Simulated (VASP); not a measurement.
# MgF2 (P4_2/mnm) in VASP: a series of runs

The runs below take MgF2 through single point, with LDA, PBE.

Everything below comes from runs of VASP 6.6.1. Logs are shortened: lines on timing, memory, paths and dates and some standing lists are left out, and cuts for length are marked.

## Step 1: The cell of the first run

The structure is tetragonal, space group P4_2/mnm (No. 136). The conventional cell has a = 4.556 Å, b = 4.556 Å, c = 3.012 Å, α = 90.00°, β = 90.00°, γ = 90.00°. Within 2.6 Å of Mg (site symmetry mmm) lie 6 F at 1.95 to 1.97 Å. Within 2.6 Å of F (site symmetry m2m) lie 3 Mg at 1.95 to 1.97 Å and 1 F at 2.54 Å.

## Step 2: Single point, LDA

INCAR reads:

```
SYSTEM = MgF2
ALGO = Normal ; EDIFF = 1E-6
ENCUT = 600 ; GGA_COMPAT = .FALSE.
ISIF = 2 ; ISMEAR = -1
LASPH = .TRUE. ; LCHARG = .FALSE.
LREAL = .FALSE. ; LWAVE = .FALSE.
NBANDS = 25 ; NELM = 120
PREC = Accurate ; SIGMA = 0.02
```

KPOINTS reads:

```
k-points
0
G
  6 6 8
  0 0 0
```

POSCAR reads:

```
MgF2
1.0
    4.5560405188      0.0000000000      0.0000000000
    0.0000000000      4.5560405188      0.0000000000
    0.0000000000      0.0000000000      3.0121193700
Mg F
2 4
Direct
    0.0000000000      0.0000000000      0.0000000000
    0.5000000000      0.5000000000      0.5000000000
    0.3029736543      0.3029736543      0.0000000000
    0.1970263457      0.8029736543      0.5000000000
    0.6970263457      0.6970263457      0.0000000000
    0.8029736543      0.1970263457      0.5000000000
```

Potentials or basis: VASP PAW LDA potentials, release 64 (Mg, F).

Command:

```bash
cat potpaw_LDA.64/Mg/POTCAR potpaw_LDA.64/F/POTCAR > POTCAR
mpirun -np 1 vasp_std > vasp.out
```

OUTCAR:

```text
SYSTEM = MgF2
   EDIFF = 1E-6
   ENCUT = 600
   ISIF = 2
   ISMEAR = -1
   LASPH = .TRUE.
   LREAL = .FALSE.
   NELM = 120
   PREC = Accurate

 ion  position               nearest neighbor table
   1  0.000  0.000  0.000-   3 1.95   5 1.95   4 1.97   6 1.97   4 1.97   6 1.97   2 3.56   2 3.56
                             2 3.56   2 3.56   2 3.56   2 3.56   2 3.56   2 3.56
   2  0.500  0.500  0.500-   4 1.95   6 1.95   5 1.97   3 1.97   3 1.97   5 1.97   1 3.56   1 3.56
                             1 3.56   1 3.56   1 3.56   1 3.56   1 3.56   1 3.56
   3  0.303  0.303  0.000-   1 1.95   2 1.97   2 1.97
   4  0.197  0.803  0.500-   2 1.95   1 1.97   1 1.97
   5  0.697  0.697  0.000-   1 1.95   2 1.97   2 1.97
   6  0.803  0.197  0.500-   2 1.95   1 1.97   1 1.97

  LATTYP: Found a simple tetragonal cell.
 ALAT       =     4.5560405188
 C/A-ratio  =     0.6611265544

  Lattice vectors:

 A1 = (   4.5560405188,   0.0000000000,   0.0000000000)
 A2 = (   0.0000000000,   4.5560405188,   0.0000000000)
 A3 = (   0.0000000000,   0.0000000000,   3.0121193700)

Analysis of symmetry for initial positions (statically):
=====================================================================
 Subroutine PRICEL returns:
 Original cell was already a primitive cell.

 Routine SETGRP: Setting up the symmetry group for a
 simple tetragonal supercell.

 Subroutine GETGRP returns: Found 16 space group operations
 (whereof  8 operations were pure point group operations)
 out of a pool of 16 trial point group operations.

The static configuration has the point symmetry D_2h.
 The point group associated with its full space group is D_4h.

Analysis of symmetry for dynamics (positions and initial velocities):
=====================================================================
 Subroutine PRICEL returns:
 Original cell was already a primitive cell.

 Routine SETGRP: Setting up the symmetry group for a
 simple tetragonal supercell.

 Subroutine GETGRP returns: Found 16 space group operations
 (whereof  8 operations were pure point group operations)
 out of a pool of 16 trial point group operations.

The dynamic configuration has the point symmetry D_2h.
 The point group associated with its full space group is D_4h.

 Subroutine INISYM returns: Found 16 space group operations
 (whereof  8 operations are pure point group operations),
 and found     1 'primitive' translations

----------------------------------------------------------------------------------------

                                     Primitive cell

  volume of cell :      62.5241

  direct lattice vectors                    reciprocal lattice vectors
     4.556040519  0.000000000  0.000000000     0.219488829  0.000000000  0.000000000
     0.000000000  4.556040519  0.000000000     0.000000000  0.219488829  0.000000000
     0.000000000  0.000000000  3.012119370     0.000000000  0.000000000  0.331992155

  length of vectors
     4.556040519  4.556040519  3.012119370     0.219488829  0.219488829  0.331992155

  position of ions in fractional coordinates (direct lattice)
     0.000000000  0.000000000  0.000000000
     0.500000000  0.500000000  0.500000000
     0.302973654  0.302973654  0.000000000
     0.197026346  0.802973654  0.500000000
     0.697026346  0.697026346  0.000000000
     0.802973654  0.197026346  0.500000000

  ion indices of the primitive-cell ions
   primitive index   ion index
                 1           1
                 2           2
                 3           3
                 4           4
                 5           5
                 6           6

----------------------------------------------------------------------------------------

 KPOINTS: k-points

Automatic generation of k-mesh.
 Grid dimensions read from file:
 generate k-points for:    6    6    8

 Generating k-lattice:

  Cartesian coordinates                     Fractional coordinates (reciprocal lattice)
     0.036581472  0.000000000  0.000000000     0.166666667  0.000000000  0.000000000
     0.000000000  0.036581472  0.000000000     0.000000000  0.166666667  0.000000000
     0.000000000  0.000000000  0.041499019     0.000000000  0.000000000  0.125000000

  Length of vectors
     0.036581472  0.036581472  0.041499019

  Shift w.r.t. Gamma in fractional coordinates (k-lattice)
     0.000000000  0.000000000  0.000000000

 Subroutine IBZKPT returns following result:
 ===========================================

 Found     50 irreducible k-points:

 Following reciprocal coordinates:
            Coordinates               Weight
  0.000000  0.000000  0.000000      1.000000
  0.166667  0.000000  0.000000      4.000000
  0.333333  0.000000  0.000000      4.000000
  0.500000  0.000000  0.000000      2.000000
  0.166667  0.166667  0.000000      4.000000
  0.333333  0.166667  0.000000      8.000000
[... 16 lines left out ...]
  0.333333  0.000000  0.250000      8.000000
  0.500000  0.000000  0.250000      4.000000
 [... further k-points ...]
   k-points           NKPTS =     50   k-points in BZ     NKDIM =     50   number of bands    NBANDS=     25
   number of dos      NEDOS =    301   number of ions     NIONS =      6
   total plane-waves  NPLWV =  31104
   dimension x,y,z NGX =    36 NGY =   36 NGZ =   24
   dimension x,y,z NGXF=    72 NGYF=   72 NGZF=   48
   ions per type =               2   4
   NGX,Y,Z   is equivalent  to a cutoff of  13.14, 13.14, 13.25 a.u.
   NGXF,Y,Z  is equivalent  to a cutoff of  26.27, 26.27, 26.49 a.u.
 SYSTEM =  MgF2
   PREC   = accura    normal or accurate (medium, high low for compatibility)
   ISTART =      0    job   : 0-new  1-cont  2-samecut
   ICHARG =      2    charge: 1-file 2-atom 10-const
   ISPIN  =      1    spin polarized calculation?
   LNONCOLLINEAR =      F non collinear calculations
   LSORBIT =      F    spin-orbit coupling
   LASPH  =      T    aspherical Exc in radial PAW
   ENCUT  =  600.0 eV  44.10 Ry    6.64 a.u.   9.10  9.10  6.02*2*pi/ulx,y,z
   NELM   =    120;   NELMIN=  2; NELMDL= -5     # of ELM steps
   EDIFF  = 0.1E-05   stopping-criterion for ELM
   LREAL  =      F    real-space projection
   EDIFFG = 0.1E-04   stopping-criterion for IOM
   NSW    =      0    number of steps for IOM
   IBRION =     -1    ionic relax: 0-MD 1-quasi-New 2-CG
   NFREE  =      0    steps in history (QN), initial steepest desc. (CG)
   ISIF   =      2    stress and relaxation
   ISYM   =      2    0-nonsym 1-usesym 2-fastsym
   POTIM  = 0.5000    time-step for ionic-motion
   TEBEG  =    0.0;   TEEND  =   0.0 temperature during run
   PSTRESS=    0.0 pullay stress
   NELECT =      32.0000    total number of electrons
   NUPDOWN=      -1.0000    fix difference up-down
   EMIN   =  10.00;   EMAX   =-10.00  energy-range for DOS
   EFERMI =   0.00;   METHOD = LEGACY
   ISMEAR =    -1;   SIGMA  =   0.02  broadening in eV -4-tet -1-fermi 0-gaus
   EFERMI_NEDOS =   21; number of points for ismear=-14 and -15
   IALGO  =     38    algorithm
   IMIX   =      4    mixing-type and parameters
     AMIX     =   0.40;   BMIX     =  1.00
     AMIX_MAG =   1.60;   BMIX_MAG =  1.00
  volume/ion in A,a.u.               =      10.42        70.32
  Fermi-wavevector in a.u.,A,eV,Ry     =   1.309511  2.474616 23.331518  1.714818
  Thomas-Fermi vector in A             =   2.440104
   LORBIT       =      0    0 simple, 1 ext, 2 COOP (PROOUT), +10 PAW based schemes
   GGA     = CA    functional components
   LHFCALC =     F    Hartree Fock is set to
   AEXX    =    0.0000 exact exchange contribution
   IVDW    =     0    specifies the selected vdW correction
   LEPSILON=     F    determine dielectric tensor
   LRPA    =     F    only Hartree local field effects (RPA)
 non-spin polarized calculation
  energy-cutoff  :      600.00
  volume of cell :       62.52
 maximum number of plane-waves:      2116
   NGX = 19   NGY = 19   NGZ = 13

 number of electron      32.0000028 magnetization

 Free energy of the ion-electron system (eV)
  ---------------------------------------------------
  ext. energy  EPLUGINS =         0.00000000
  ---------------------------------------------------
  free energy    TOTEN  =       -35.09078358 eV

  energy without entropy =      -35.09078358  energy(sigma->0) =      -35.09078358

 E-fermi :  -0.8289     XC(G=0): -10.6824

 val. band max:       -1.3187890560   @ k =   0.0000   0.0000   0.0000
 cond. band min:       5.7390782871   @ k =   0.0000   0.0000   0.0000
 fundamental gap:      7.0578673431
 Fermi energy:        -0.8289157310

 k-point     1 :       0.0000    0.0000    0.0000
  band No.  band energies     occupation
      1     -21.8729      2.00000
      2     -20.9242      2.00000
      3     -20.9242      2.00000
      4     -20.8174      2.00000
      5      -5.6713      2.00000
      6      -4.0925      2.00000
[... 17 lines left out ...]
     24      17.2682      0.00000
     25      17.2682      0.00000

 k-point     2 :       0.1667    0.0000    0.0000
  band No.  band energies     occupation
      1     -21.8207      2.00000
      2     -21.0280      2.00000
      3     -20.9098      2.00000
      4     -20.7888      2.00000
      5      -5.5610      2.00000
      6      -4.0410      2.00000
[... 17 lines left out ...]
     24      16.9867      0.00000
     25      17.3311      0.00000

 k-point     3 :       0.3333    0.0000    0.0000
  band No.  band energies     occupation
      1     -21.6741      2.00000
      2     -21.2300      2.00000
      3     -20.8716      2.00000
      4     -20.7888      2.00000
      5      -5.2729      2.00000
      6      -4.4299      2.00000
[... 552 lines left out ...]
 k-point    23 :       0.3333    0.0000    0.2500
  band No.  band energies     occupation
      1     -21.4761      2.00000
      2     -21.1303      2.00000
      3     -20.8537      2.00000
      4     -20.8196      2.00000
      5      -4.9572      2.00000
      6      -4.2973      2.00000
[... 17 lines left out ...]
     24      15.3188      0.00000
     25      15.9216      0.00000

 k-point    24 :       0.5000    0.0000    0.2500
  band No.  band energies     occupation
      1     -21.3092      2.00000
      2     -21.3092      2.00000
      3     -20.8326      2.00000
      4     -20.8326      2.00000
      5      -4.6347      2.00000
      6      -4.6347      2.00000
[... 17 lines left out ...]
     24      14.8846      0.00000
     25      16.3135      0.00000

 [... further k-points ...]

------------------------ aborting loop because EDIFF is reached ----------------------------------------

  FORCE on cell =-STRESS in cart. coord.  units (eV):
  Direction    XX          YY          ZZ          XY          YZ          ZX
  --------------------------------------------------------------------------------------
  -------------------------------------------------------------------------------------
  Total       -0.8344545     -0.8344545     -0.7225036      0.0000000      0.0000000      0.0000000
  in kB      -21.3828663    -21.3828663    -18.5141284      0.0000000      0.0000000      0.0000000
  external PRESSURE =     -20.4266203 kB  Pullay stress =       0.0000000 kB

 VOLUME and BASIS-vectors are now :
 -----------------------------------------------------------------------------
  energy-cutoff  :      600.00
  volume of cell :       62.52
      direct lattice vectors                 reciprocal lattice vectors
     4.556040519  0.000000000  0.000000000     0.219488829  0.000000000  0.000000000
     0.000000000  4.556040519  0.000000000     0.000000000  0.219488829  0.000000000
     0.000000000  0.000000000  3.012119370     0.000000000  0.000000000  0.331992155

 POSITION                                       TOTAL-FORCE (eV/Angst)
 -----------------------------------------------------------------------------------
      0.00000      0.00000      0.00000         0.000000      0.000000     -0.000000
      2.27802      2.27802      1.50606         0.000000      0.000000     -0.000000
      1.38036      1.38036      0.00000        -0.009252     -0.009252     -0.000000
      0.89766      3.65838      1.50606         0.009252     -0.009252     -0.000000
      3.17568      3.17568      0.00000         0.009252      0.009252      0.000000
      3.65838      0.89766      1.50606        -0.009252      0.009252      0.000000
 -----------------------------------------------------------------------------------
    total drift:                                0.000000      0.000000     -0.000000

  FREE ENERGIE OF THE ION-ELECTRON SYSTEM (eV)
  ---------------------------------------------------
  free  energy   TOTEN  =       -35.0907835763 eV

  energy  without entropy=      -35.0907835763  energy(sigma->0) =      -35.09078358
```

Wall time 19 s (1 thread of Intel Xeon 6975P-C (Granite Rapids), shared host); peak memory 0.2 GiB.

What came out:

| Quantity | Value |
| --- | --- |
| Free energy | -35.0908 eV |
| Pressure | -2.0 GPa |
| Largest force | 0.013 eV/Å |
| Band gap on the k mesh | 7.06 eV |

Forces on the atoms (eV/Å):
```
Mg   0.000  0.000  0.000
Mg   0.000  0.000  0.000
F   -0.009 -0.009  0.000
F    0.009 -0.009  0.000
F    0.009  0.009  0.000
F   -0.009  0.009  0.000
```

Levels at points of the mesh, in eV from the valence-band top:
| k point | band 13 | band 14 | band 15 | band 16 | band 17 | band 18 | band 19 | band 20 |
| --- | --- | --- | --- | --- | --- | --- | --- | --- |
| (0.00, 0.00, 0.00) | -0.76 | -0.33 | -0.33 | 0.00 | 7.06 | 12.12 | 12.12 | 13.50 |
| (0.50, 0.00, 0.00) | -1.04 | -1.04 | -0.41 | -0.41 | 9.51 | 9.51 | 13.36 | 13.36 |
| (0.50, 0.50, 0.00) | -1.01 | -1.01 | -0.85 | -0.85 | 11.22 | 11.22 | 11.32 | 11.32 |
| (0.00, 0.00, 0.50) | -1.28 | -1.28 | -0.93 | -0.93 | 11.83 | 11.83 | 14.81 | 14.81 |
| (0.50, 0.00, 0.50) | -0.79 | -0.79 | -0.72 | -0.72 | 12.69 | 12.69 | 13.49 | 13.49 |
| (0.50, 0.50, 0.50) | -0.66 | -0.66 | -0.51 | -0.51 | 13.12 | 13.12 | 13.40 | 13.40 |

(Continued in part 2 of 2.)
